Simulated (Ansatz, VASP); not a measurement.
## NaI in VASP and in Ansatz

The input POSCAR:

```
NaI
1.0
    0.0000000000      3.2364000000      3.2364000000
    3.2364000000      0.0000000000      3.2364000000
    3.2364000000      3.2364000000      0.0000000000
Na I
1 1
Direct
    0.0000000000      0.0000000000      0.0000000000
    0.5000000000      0.5000000000      0.5000000000
```

Contents of INCAR.step1:

```
PREC = Accurate ; ENCUT = 600
ISMEAR = 0 ; SIGMA = 0.01
LREAL = False ; LASPH = True
NELM = 60 ; GGA = PE
ALGO = Normal ; EDIFF = 1E-4
LWAVE = True ; LCHARG = False
```

The input INCAR.step2:

```
PREC = Accurate ; ENCUT = 600
EDIFF = 1E-6 ; ISMEAR = 0
SIGMA = 0.01 ; LREAL = False
LASPH = True ; NELM = 60
ALGO = Normal ; ISIF = 3
LWAVE = False ; LCHARG = False
METAGGA = R2SCAN ; LMIXTAU = True
IBRION = 2 ; NSW = 80
EDIFFG = -0.1 ; ISTART = 1
```

File KPOINTS:

```
Automatic mesh
0
Gamma
  3 3 3
```

Input for Ansatz:

```yaml
crystal:
  lattice:
    - [0.0, 3.2364, 3.2364]
    - [3.2364, 0.0, 3.2364]
    - [3.2364, 3.2364, 0.0]
  atoms:
    - { symbol: Na, position: [0.0, 0.0, 0.0] }
    - { symbol: I, position: [0.5, 0.5, 0.5] }
kpoints:
  mp_grid:
    grid: [3, 3, 3]
hamiltonian:
  xc: r2scan
  dispersion: none
scf:
  occupations:
    method: fixed
  eigensolver:
    kind: auto
relax:
  f_tol: 0.1
  cell: {}
```

Alike in both runs: task relaxation of cell and atoms; functional r2SCAN; k mesh 3 × 3 × 3; no spin polarisation.

|  | VASP | Ansatz |
| --- | --- | --- |
| version | VASP 6.6.1 | Ansatz 0.2.0 |
| potentials or method | VASP PAW PBE potentials, release 64 (Na_pv, I) | plane waves, PAW |
| plane-wave cutoff (eV) | 600 | 500 |
| occupations | gaussian, width 0.01 eV | fixed |
| valence electrons in the cell | 14 | 26 |

```csv
,VASP,Ansatz,Ansatz less VASP
relaxed volume (Å³/atom),33.90,34.27,+0.375
relaxed cell length with the largest relative difference (Å),4.577,4.594,+0.0168
```

VASP's potentials were made for PBE, not for r2SCAN. VASP's potentials hold 14 valence electrons a cell and Ansatz's 26, so a difference there can come from the potentials and not from the codes.

The k mesh is coarse, so the values compare programs but aren't converged. Spin-orbit coupling is off throughout. Noted on VASP's run: the relaxation stopped at its first step, so nothing moved.
